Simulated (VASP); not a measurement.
# CuO2 (Cmcm) in VASP: notebook

Runs on CuO2. Level: PBEsol. Tasks: single point.

Everything below comes from runs of VASP 6.6.1. Logs are shortened: lines on timing, memory, paths and dates and some standing lists are left out, and cuts for length are marked.

## (1) The cell of the first run

The structure is orthorhombic, space group Cmcm (No. 63). Conventional cell: a = 2.825 Å, b = 10.421 Å, c = 4.343 Å, α = 90.00°, β = 90.00°, γ = 90.00°. Cu (site symmetry m2m) has 6 O at 1.86 to 2.22 Å within 2.5 Å. O (site symmetry m2m) has 4 Cu at 1.90 to 2.22 Å and 1 O at 2.47 Å within 2.5 Å. O (site symmetry m2m) has 2 Cu at 1.86 Å and 3 O at 2.42 to 2.47 Å within 2.5 Å.

## (2) Single point, PBEsol

File INCAR:

```
SYSTEM = CuO2
PREC = Accurate ; ENCUT = 520
EDIFF = 1E-7 ; ISMEAR = -1
SIGMA = 0.05 ; LREAL = .FALSE.
LASPH = .TRUE. ; NELM = 80
ALGO = Normal ; ISIF = 2
LWAVE = .FALSE. ; LCHARG = .FALSE.
GGA = PS ; NBANDS = 32
```

File KPOINTS:

```
regular mesh
0
G
  8 8 6
  0 0 0
```

File POSCAR:

```
CuO2
1.0
    1.4126150000     -5.2107470000      0.0000000000
    1.4126150000      5.2107470000      0.0000000000
    0.0000000000      0.0000000000      4.3434240000
Cu O
2 4
Direct
    0.1672530000      0.8327470000      0.7500000000
    0.8327470000      0.1672530000      0.2500000000
    0.7889700000      0.2110300000      0.7500000000
    0.2110300000      0.7889700000      0.2500000000
    0.5514860000      0.4485140000      0.7500000000
    0.4485140000      0.5514860000      0.2500000000
```

Potentials or basis: VASP PAW PBE potentials, release 64 (Cu, O).

On the command line:

```bash
$ cat potpaw_PBE.64/Cu/POTCAR potpaw_PBE.64/O/POTCAR > POTCAR
$ mpirun -np 1 vasp_std > vasp.out
```

OUTCAR:

```text
SYSTEM = CuO2
   PREC = Accurate
   ENCUT = 520
   EDIFF = 1E-7
   ISMEAR = -1
   LREAL = .FALSE.
   LASPH = .TRUE.
   NELM = 80
   ISIF = 2
   GGA = PS

 ion  position               nearest neighbor table
   1  0.167  0.833  0.750-   5 1.86   5 1.86   3 1.90   3 1.90   4 2.22   4 2.22
   2  0.833  0.167  0.250-   6 1.86   6 1.86   4 1.90   4 1.90   3 2.22   3 2.22
   3  0.789  0.211  0.750-   1 1.90   1 1.90   2 2.22   2 2.22
   4  0.211  0.789  0.250-   2 1.90   2 1.90   1 2.22   1 2.22
   5  0.551  0.449  0.750-   1 1.86   1 1.86
   6  0.449  0.551  0.250-   2 1.86   2 1.86

  LATTYP: Found a base centered orthorhombic cell.
 ALAT       =     2.8252300000
 B/A-ratio  =     3.6887241039
 C/A-ratio  =     1.5373700548

  Lattice vectors:

 A1 = (   1.4126150000,  -5.2107470000,   0.0000000000)
 A2 = (   1.4126150000,   5.2107470000,   0.0000000000)
 A3 = (   0.0000000000,   0.0000000000,   4.3434240000)

Analysis of symmetry for initial positions (statically):
=====================================================================
 Subroutine PRICEL returns:
 Original cell was already a primitive cell.

 Routine SETGRP: Setting up the symmetry group for a
 base centered orthorhombic supercell.

 Subroutine GETGRP returns: Found  8 space group operations
 (whereof  4 operations were pure point group operations)
 out of a pool of  8 trial point group operations.

The static configuration has the point symmetry C_2h.
 The point group associated with its full space group is D_2h.

Analysis of symmetry for dynamics (positions and initial velocities):
=====================================================================
 Subroutine PRICEL returns:
 Original cell was already a primitive cell.

 Routine SETGRP: Setting up the symmetry group for a
 base centered orthorhombic supercell.

 Subroutine GETGRP returns: Found  8 space group operations
 (whereof  4 operations were pure point group operations)
 out of a pool of  8 trial point group operations.

The dynamic configuration has the point symmetry C_2h.
 The point group associated with its full space group is D_2h.

 Subroutine INISYM returns: Found  8 space group operations
 (whereof  4 operations are pure point group operations),
 and found     1 'primitive' translations

----------------------------------------------------------------------------------------

                                     Primitive cell

  volume of cell :      63.9420

  direct lattice vectors                    reciprocal lattice vectors
     1.412615000 -5.210747000  0.000000000     0.353953483 -0.095955532  0.000000000
     1.412615000  5.210747000  0.000000000     0.353953483  0.095955532  0.000000000
     0.000000000  0.000000000  4.343424000     0.000000000  0.000000000  0.230233106

  length of vectors
     5.398830006  5.398830006  4.343424000     0.366729509  0.366729509  0.230233106

  position of ions in fractional coordinates (direct lattice)
     0.167253000  0.832747000  0.750000000
     0.832747000  0.167253000  0.250000000
     0.788970000  0.211030000  0.750000000
     0.211030000  0.788970000  0.250000000
     0.551486000  0.448514000  0.750000000
     0.448514000  0.551486000  0.250000000

  ion indices of the primitive-cell ions
   primitive index   ion index
                 1           1
                 2           2
                 3           3
                 4           4
                 5           5
                 6           6

----------------------------------------------------------------------------------------

 KPOINTS: regular mesh

Automatic generation of k-mesh.
 Grid dimensions read from file:
 generate k-points for:    8    8    6

 Generating k-lattice:

  Cartesian coordinates                     Fractional coordinates (reciprocal lattice)
     0.044244185 -0.011994441  0.000000000     0.125000000  0.000000000  0.000000000
     0.044244185  0.011994441  0.000000000     0.000000000  0.125000000  0.000000000
     0.000000000  0.000000000  0.038372184     0.000000000  0.000000000  0.166666667

  Length of vectors
     0.045841189  0.045841189  0.038372184

  Shift w.r.t. Gamma in fractional coordinates (k-lattice)
     0.000000000  0.000000000  0.000000000

 Subroutine IBZKPT returns following result:
 ===========================================

 Found     84 irreducible k-points:

 Following reciprocal coordinates:
            Coordinates               Weight
  0.000000  0.000000  0.000000      1.000000
  0.125000  0.000000  0.000000      4.000000
  0.250000  0.000000  0.000000      4.000000
  0.375000  0.000000  0.000000      4.000000
  0.500000  0.000000  0.000000      2.000000
  0.125000  0.125000  0.000000      2.000000
[... 16 lines left out ...]
  0.125000  0.000000  0.166667      8.000000
  0.250000  0.000000  0.166667      8.000000
 [... further k-points ...]
   k-points           NKPTS =     84   k-points in BZ     NKDIM =     84   number of bands    NBANDS=     32
   number of dos      NEDOS =    301   number of ions     NIONS =      6
   total plane-waves  NPLWV =  51200
   dimension x,y,z NGX =    40 NGY =   40 NGZ =   32
   dimension x,y,z NGXF=    80 NGYF=   80 NGZF=   64
   ions per type =               2   4
   NGX,Y,Z   is equivalent  to a cutoff of  12.32, 12.32, 12.25 a.u.
   NGXF,Y,Z  is equivalent  to a cutoff of  24.63, 24.63, 24.50 a.u.
 SYSTEM =  CuO2
   PREC   = accura    normal or accurate (medium, high low for compatibility)
   ISTART =      0    job   : 0-new  1-cont  2-samecut
   ICHARG =      2    charge: 1-file 2-atom 10-const
   ISPIN  =      1    spin polarized calculation?
   LNONCOLLINEAR =      F non collinear calculations
   LSORBIT =      F    spin-orbit coupling
   LASPH  =      T    aspherical Exc in radial PAW
   ENCUT  =  520.0 eV  38.22 Ry    6.18 a.u.  10.04 10.04  8.08*2*pi/ulx,y,z
   NELM   =     80;   NELMIN=  2; NELMDL= -5     # of ELM steps
   EDIFF  = 0.1E-06   stopping-criterion for ELM
   LREAL  =      F    real-space projection
   EDIFFG = 0.1E-05   stopping-criterion for IOM
   NSW    =      0    number of steps for IOM
   IBRION =     -1    ionic relax: 0-MD 1-quasi-New 2-CG
   NFREE  =      0    steps in history (QN), initial steepest desc. (CG)
   ISIF   =      2    stress and relaxation
   ISYM   =      2    0-nonsym 1-usesym 2-fastsym
   POTIM  = 0.5000    time-step for ionic-motion
   TEBEG  =    0.0;   TEEND  =   0.0 temperature during run
   PSTRESS=    0.0 pullay stress
   NELECT =      46.0000    total number of electrons
   NUPDOWN=      -1.0000    fix difference up-down
   EMIN   =  10.00;   EMAX   =-10.00  energy-range for DOS
   EFERMI =   0.00;   METHOD = LEGACY
   ISMEAR =    -1;   SIGMA  =   0.05  broadening in eV -4-tet -1-fermi 0-gaus
   EFERMI_NEDOS =   21; number of points for ismear=-14 and -15
   IALGO  =     38    algorithm
   IMIX   =      4    mixing-type and parameters
     AMIX     =   0.40;   BMIX     =  1.00
     AMIX_MAG =   1.60;   BMIX_MAG =  1.00
  volume/ion in A,a.u.               =      10.66        71.92
  Fermi-wavevector in a.u.,A,eV,Ry     =   1.466894  2.772028 29.276722  2.151778
  Thomas-Fermi vector in A             =   2.582577
   LORBIT       =      0    0 simple, 1 ext, 2 COOP (PROOUT), +10 PAW based schemes
   GGA     = PS    functional components
   LHFCALC =     F    Hartree Fock is set to
   AEXX    =    0.0000 exact exchange contribution
   IVDW    =     0    specifies the selected vdW correction
   LEPSILON=     F    determine dielectric tensor
   LRPA    =     F    only Hartree local field effects (RPA)
 non-spin polarized calculation
  energy-cutoff  :      520.00
  volume of cell :       63.94
 maximum number of plane-waves:      1740
   NGX = 21   NGY = 21   NGZ = 17

 number of electron      45.9999979 magnetization

 Free energy of the ion-electron system (eV)
  ---------------------------------------------------
  ext. energy  EPLUGINS =         0.00000000
  ---------------------------------------------------
  free energy    TOTEN  =       -29.72454092 eV

  energy without entropy =      -29.68701853  energy(sigma->0) =      -29.70577973

 E-fermi :   2.4348     XC(G=0): -11.2266

 val. band max:        2.4319112053   @ k =   0.5000   0.3750   0.3333
 cond. band min:       2.4374413064   @ k =  -0.1250   0.1250   0.0000
 fundamental gap:      0.0055301011
 Fermi energy:         2.4347623257

 k-point     1 :       0.0000    0.0000    0.0000
  band No.  band energies     occupation
      1     -16.6977      2.00000
      2     -15.1675      2.00000
      3     -15.0139      2.00000
      4     -14.3664      2.00000
      5      -3.7110      2.00000
      6      -3.5188      2.00000
[... 24 lines left out ...]
     31      14.1377      0.00000
     32      15.2997      0.00000

 k-point     2 :       0.1250    0.0000    0.0000
  band No.  band energies     occupation
      1     -16.5560      2.00000
      2     -15.1380      2.00000
      3     -14.9733      2.00000
      4     -14.3692      2.00000
      5      -3.6339      2.00000
      6      -3.4106      2.00000
[... 24 lines left out ...]
     31      14.5944      0.00000
     32      15.1761      0.00000

 k-point     3 :       0.2500    0.0000    0.0000
  band No.  band energies     occupation
      1     -16.1732      2.00000
      2     -15.0862      2.00000
      3     -14.8877      2.00000
      4     -14.3622      2.00000
      5      -3.4203      2.00000
      6      -3.1698      2.00000
[... 24 lines left out ...]
     31      15.0004      0.00000
     32      15.6554      0.00000

 k-point     4 :       0.3750    0.0000    0.0000
  band No.  band energies     occupation
      1     -15.6780      2.00000
      2     -15.0640      2.00000
      3     -14.8876      2.00000
      4     -14.3151      2.00000
      5      -3.2610      2.00000
      6      -3.0828      2.00000
[... 654 lines left out ...]
     31      14.6312      0.00000
     32      15.3536      0.00000

 k-point    23 :       0.1250    0.0000    0.1667
  band No.  band energies     occupation
      1     -16.4671      2.00000
      2     -15.2237      2.00000
      3     -14.9497      2.00000
      4     -14.4082      2.00000
      5      -3.6758      2.00000
      6      -3.4033      2.00000
[... 24 lines left out ...]
     31      14.8443      0.00000
     32      15.3556      0.00000

 k-point    24 :       0.2500    0.0000    0.1667
  band No.  band energies     occupation
      1     -16.0956      2.00000
      2     -15.1091      2.00000
      3     -14.9018      2.00000
      4     -14.4034      2.00000
      5      -3.4415      2.00000
      6      -3.1957      2.00000
[... 24 lines left out ...]
     31      14.9766      0.00000
     32      15.8457      0.00000

 [... further k-points ...]
[... 5 lines left out ...]
  --------------------------------------------------------------------------------------
  -------------------------------------------------------------------------------------
  Total       -3.5628215     -3.0151638     -2.8578556      0.0000000     -0.0000000      0.0000000
  in kB      -89.2726894    -75.5501749    -71.6085435      0.0000000     -0.0000000      0.0000000
  external PRESSURE =     -78.8104693 kB  Pullay stress =       0.0000000 kB

 VOLUME and BASIS-vectors are now :
 -----------------------------------------------------------------------------
  energy-cutoff  :      520.00
  volume of cell :       63.94
      direct lattice vectors                 reciprocal lattice vectors
     1.412615000 -5.210747000  0.000000000     0.353953483 -0.095955532  0.000000000
     1.412615000  5.210747000  0.000000000     0.353953483  0.095955532  0.000000000
     0.000000000  0.000000000  4.343424000     0.000000000  0.000000000  0.230233106

 POSITION                                       TOTAL-FORCE (eV/Angst)
 -----------------------------------------------------------------------------------
      1.41261      3.46772      3.25757         0.000000     -0.042199      0.000000
      1.41261     -3.46772      1.08586         0.000000      0.042199      0.000000
      1.41261     -3.01150      3.25757         0.000000      0.420909      0.000000
      1.41261      3.01150      1.08586         0.000000     -0.420909      0.000000
      1.41261     -0.53656      3.25757         0.000000     -0.214013      0.000000
      1.41261      0.53656      1.08586         0.000000      0.214013     -0.000000
 -----------------------------------------------------------------------------------
    total drift:                               -0.000000      0.000000     -0.000000

  FREE ENERGIE OF THE ION-ELECTRON SYSTEM (eV)
  ---------------------------------------------------
  free  energy   TOTEN  =       -29.7245409224 eV

  energy  without entropy=      -29.6870185341  energy(sigma->0) =      -29.70577973
```

Wall time 3.4 min (1 thread of Intel Xeon Platinum 8488C (Sapphire Rapids), shared host); peak memory 0.32 GiB.

What came out:

| Item | Value |
| --- | --- |
| Free energy | -29.7245 eV |
| Pressure | -7.9 GPa |
| Largest force | 0.421 eV/Å |
| Band gap on the k mesh | zero (band 23 reaches 2.72 eV, above the bottom of band 24 at 2.21 eV) |

Forces in eV/Å, atoms in the order of the input:
```
Cu   0.000 -0.042  0.000
Cu   0.000  0.042  0.000
O    0.000  0.421  0.000
O    0.000 -0.421  0.000
O    0.000 -0.214  0.000
O    0.000  0.214  0.000
```

Stress tensor (GPa, compression positive):
```
-8.93  0.00  0.00
 0.00 -7.56  0.00
 0.00  0.00 -7.16
```

Caveat: the PAW data sets were made with another functional, which shifts forces and pressure a little; semilocal functionals often make such compounds metallic where correlation or magnetic order opens a gap, which also shifts bond lengths. With open d or f shells a metallic result of PBEsol can be an artefact of self-interaction; +U or a hybrid may open a gap.

## (3) Single point, PBEsol

This run uses another cell than the first one, of 10.23 Å³/atom, 0.960 times its volume.

File INCAR:

```
ALGO = Normal
EDIFF = 1E-6
ENCUT = 520
GGA = PS
ISIF = 2
ISMEAR = -1
LASPH = True
LCHARG = True
LELF = True
LREAL = False
LVHAR = True
LWAVE = False
NBANDS = 32
NELM = 100
PREC = Accurate
SIGMA = 0.05
```

File KPOINTS:

```
k-points
0
Gamma
  8 8 5
```

POSCAR: that of step 2 with these lines changed.

```diff
@@ -2,4 +2,4 @@
 1.0
-    1.4126150000     -5.2107470000      0.0000000000
-    1.4126150000      5.2107470000      0.0000000000
+    1.3843627000     -5.1065320600      0.0000000000
+    1.3843627000      5.1065320600      0.0000000000
     0.0000000000      0.0000000000      4.3434240000
```

Potentials or basis: VASP PAW PBE potentials, release 64 (Cu, O).

On the command line:

```bash
$ cat potpaw_PBE.64/Cu/POTCAR potpaw_PBE.64/O/POTCAR > POTCAR
$ mpirun -np 1 vasp_std > vasp.out
```

Wall time 1.8 min (1 thread of Intel Xeon 6975P-C (Granite Rapids), shared host); peak memory 0.26 GiB.

The run converged. Its results:

```yaml
Free_energy: -29.7667 eV
Pressure: -0.3 GPa
Largest_force: 0.371 eV/Å
Band_gap_on_the_k_mesh: zero (band 23 reaches 2.96 eV, above the bottom of band 24 at 2.69 eV)
```

Forces in eV/Å, atoms in the order of the input:
```
Cu   0.000 -0.051  0.000
Cu   0.000  0.051  0.000
O    0.000 -0.018  0.000
O    0.000  0.018  0.000
O    0.000  0.371  0.000
O    0.000 -0.371  0.000
```

Stress tensor (GPa, compression positive):
```
 1.57  0.00  0.00
 0.00  0.56  0.00
 0.00  0.00 -3.10
```

Levels at points of the mesh, in eV from the Fermi level:
| k point | band 20 | band 21 | band 22 | band 23 | band 24 | band 25 | band 26 | band 27 |
| --- | --- | --- | --- | --- | --- | --- | --- | --- |
| (0.00, 0.00, 0.00) | -1.26 | -1.09 | -1.04 | -0.58 | -0.15 | 1.17 | 1.45 | 6.31 |
| (0.50, 0.00, 0.00) | -1.95 | -1.93 | -1.77 | -1.32 | 0.37 | 0.78 | 0.85 | 10.59 |
| (0.50, 0.50, 0.00) | -1.58 | -1.26 | -1.18 | -0.96 | 0.39 | 1.33 | 1.47 | 7.91 |

Caveat: the PAW data sets were made with another functional, which shifts forces and pressure a little; semilocal functionals often make such compounds metallic where correlation or magnetic order opens a gap, which also shifts bond lengths.

## (4) Single point, PBEsol

This run uses another cell than the first one, of 10.44 Å³/atom, 0.980 times its volume.

File INCAR:

```
SYSTEM = CuO2
PREC = Accurate
ENCUT = 520
EDIFF = 1E-7
ISMEAR = -1
SIGMA = 0.05
LREAL = .False.
LASPH = .True.
NELM = 80
ALGO = Normal
ISIF = 2
LWAVE = .False.
LCHARG = .True.
GGA = PS
LELF = .True.
LVHAR = .True.
NBANDS = 32
```

File KPOINTS:

```
regular mesh
0
Gamma
  8 8 5
  0 0 0
```

POSCAR: that of step 3 with these lines changed.

```diff
@@ -2,4 +2,4 @@
 1.0
-    1.3843627000     -5.1065320600      0.0000000000
-    1.3843627000      5.1065320600      0.0000000000
+    1.3984888500     -5.1586395300      0.0000000000
+    1.3984888500      5.1586395300      0.0000000000
     0.0000000000      0.0000000000      4.3434240000
```

On the command line:

```bash
$ cat potpaw_PBE.64/Cu/POTCAR potpaw_PBE.64/O/POTCAR > POTCAR
$ mpirun -np 1 vasp_std > vasp.out
```

It took 94 s on 1 thread of Intel Xeon 6975P-C (Granite Rapids), shared host; peak memory 0.27 GiB.

Results (log left out):

- Free energy: -29.7574 eV
- Pressure: -4.3 GPa
- Largest force: 0.240 eV/Å
- Band gap on the k mesh: zero (band 23 reaches 2.74 eV, above the bottom of band 24 at 2.48 eV)

Forces in eV/Å, atoms in the order of the input:
```
Cu   0.000 -0.041  0.000
Cu   0.000  0.041  0.000
O    0.000  0.240  0.000
O    0.000 -0.240  0.000
O    0.000  0.059  0.000
O    0.000 -0.059  0.000
```

Stress tensor (GPa, compression positive):
```
-4.03  0.00  0.00
 0.00 -3.84  0.00
 0.00  0.00 -4.95
```

Levels at points of the mesh, in eV from the Fermi level:
```tsv
k point	band 19	band 20	band 21	band 22	band 23	band 24	band 25	band 26	band 27	band 28
(0.00, 0.00, 0.00)	-1.40	-1.27	-1.08	-1.05	-0.58	-0.12	1.08	1.36	6.12	10.51
(0.50, 0.00, 0.00)	-2.32	-1.91	-1.90	-1.73	-1.32	0.36	0.70	0.78	10.36	10.76
(0.50, 0.50, 0.00)	-1.99	-1.54	-1.24	-1.17	-0.95	0.39	1.23	1.37	7.69	8.54
```

Caveat: the PAW data sets were made with another functional, which shifts forces and pressure a little; semilocal functionals often make such compounds metallic where correlation or magnetic order opens a gap, which also shifts bond lengths.

## (5) Single point, PBEsol

File INCAR:

```
ALGO = Normal ; EDIFF = 1E-6
ENCUT = 520 ; GGA = PS
ISIF = 2 ; ISMEAR = -1
LASPH = T ; LCHARG = F
LREAL = F ; LWAVE = F
NBANDS = 32 ; NELM = 60
PREC = Accurate ; SIGMA = 0.05
```

File KPOINTS:

```
k-points
0
Gamma
  8 8 5
```

POSCAR: that of step 4 with these lines changed.

```diff
@@ -2,4 +2,4 @@
 1.0
-    1.3984888500     -5.1586395300      0.0000000000
-    1.3984888500      5.1586395300      0.0000000000
+    1.4126150000     -5.2107470000      0.0000000000
+    1.4126150000      5.2107470000      0.0000000000
     0.0000000000      0.0000000000      4.3434240000
```

On the command line:

```bash
$ cat potpaw_PBE.64/Cu/POTCAR potpaw_PBE.64/O/POTCAR > POTCAR
$ mpirun -np 1 vasp_std > vasp.out
```

Wall time 83 s (1 thread of Intel Xeon 6975P-C (Granite Rapids), shared host); peak memory 0.27 GiB.

Results (log left out):

```yaml
Free_energy: -29.7106 eV
Pressure: -7.7 GPa
Largest_force: 0.465 eV/Å
Band_gap_on_the_k_mesh: zero (band 23 reaches 2.53 eV, above the bottom of band 24 at 2.27 eV)
```

Forces on the atoms (eV/Å):
```
Cu   0.000 -0.034  0.000
Cu   0.000  0.034  0.000
O    0.000  0.465  0.000
O    0.000 -0.465  0.000
O    0.000 -0.212  0.000
O    0.000  0.212  0.000
```

Stress tensor (GPa, compression positive):
```
-8.77  0.00  0.00
 0.00 -7.57  0.00
 0.00  0.00 -6.63
```

Levels at points of the mesh, in eV from the Fermi level:
```
           k point  band 21  band 22  band 23  band 24  band 25  band 26
(0.00, 0.00, 0.00)    -1.06    -1.05    -0.58    -0.08     0.99     1.27
(0.50, 0.00, 0.00)    -1.86    -1.70    -1.33     0.35     0.63     0.72
(0.50, 0.50, 0.00)    -1.22    -1.16    -0.94     0.38     1.14     1.27
```

Caveat: the PAW data sets were made with another functional, which shifts forces and pressure a little; semilocal functionals often make such compounds metallic where correlation or magnetic order opens a gap, which also shifts bond lengths. With open d or f shells a metallic result of PBEsol can be an artefact of self-interaction; +U or a hybrid may open a gap.

(Continued in part 2 of 2.)
